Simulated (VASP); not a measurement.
Wanted: the native input for a VASP 6.6.1 run.

- Task: single point
- Functional: PBE
- Potentials or basis: VASP PAW PBE potentials, release 64 (Li_sv, H)
- Cutoff: 520 eV
- k mesh: 6 × 6 × 6
- Occupations: gaussian, width 0.1 eV
- Spin: no spin polarisation
- Dipole correction: no
- Further INCAR settings: ALGO = Normal; EDIFF = 1e-06; NBANDS = 10

The structure of LiH2 lies in POSCAR:

```
LiH2
1.0
    2.9307307983      0.0000000000      0.0000000000
   -1.4653653991      2.5380873229      0.0000000000
    0.0000000000      0.0000000000      2.4423891900
Li H
1 2
Direct
    0.0000000000      0.0000000000      0.0000000000
    0.3333333333      0.6666666667      0.5000000000
    0.6666666667      0.3333333333      0.5000000000
```

These files were run (other wordings do the same):

INCAR

```
  PREC = Accurate
  ENCUT = 520
  EDIFF = 1E-6
  ISMEAR = 0
  SIGMA = 0.1
  LREAL = False
  LASPH = True
  NELM = 100
  ALGO = Normal
  ISIF = 2
  LWAVE = False
  LCHARG = False
  GGA = PE
  NBANDS = 10
```

KPOINTS

```
Automatic mesh
0
Gamma
  6 6 6
```

Potentials or basis: VASP PAW PBE potentials, release 64 (Li_sv, H).

Command:

```bash
$ cat potpaw_PBE.64/Li_sv/POTCAR potpaw_PBE.64/H/POTCAR > POTCAR
$ mpirun -np 1 vasp_std > vasp.out
```

Results of the run:

```json
{
  "Band gap on the k mesh": "zero (an odd number of electrons rules out a gap without spin polarisation)"
}
```

Caveat: the k points lie up to 0.43 Å⁻¹ apart, too coarse for converged energies and pressures of a metal.

Run time: 3.6 s on 1 thread of AMD EPYC 9R45 (Zen 5) (shared host), peak memory 0.09 GiB.
